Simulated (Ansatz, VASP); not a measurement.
One calculation of Cr, two programs

```
Cr
1.0
    -1.49434    1.54520    1.39322
     1.56967   -1.45096    1.37431
     1.40634    1.36296   -1.29897
Cr
1
Cartesian
  0.0000 0.0000 0.0000
```

Alike in both runs: task single point; functional PBE; k mesh 11 × 11 × 11; occupations fermi-dirac, width 0.05 eV; collinear spin; fixed moment 3 μB.

|  | VASP | Ansatz |
| --- | --- | --- |
| version | VASP 6.6.1 | Ansatz 0.2.0 |
| potentials or method | VASP PAW PBE potentials, release 64 (Cr_pv) | Ansatz PAW |
| plane-wave cutoff (eV) | 520 | 420 |
| valence electrons in the cell | 12 | 14 |

VASP gave:

| Item | Value |
| --- | --- |
| net moment per atom (μB) | 3.00 |
| size of the moment on the site where the two differ most (μB) | 2.80 |

**Question.** Which values does Ansatz return?

**Answer.** net moment per atom (μB): 3.00; size of the moment on the site where the two differ most (μB): 2.52.

Site moments also hang on the region over which each program counts them. The functional is the same, so the differences come from potentials, cutoffs and numerics. VASP's potentials hold 12 valence electrons a cell and Ansatz's 14, so a difference there can come from the potentials and not from the codes.
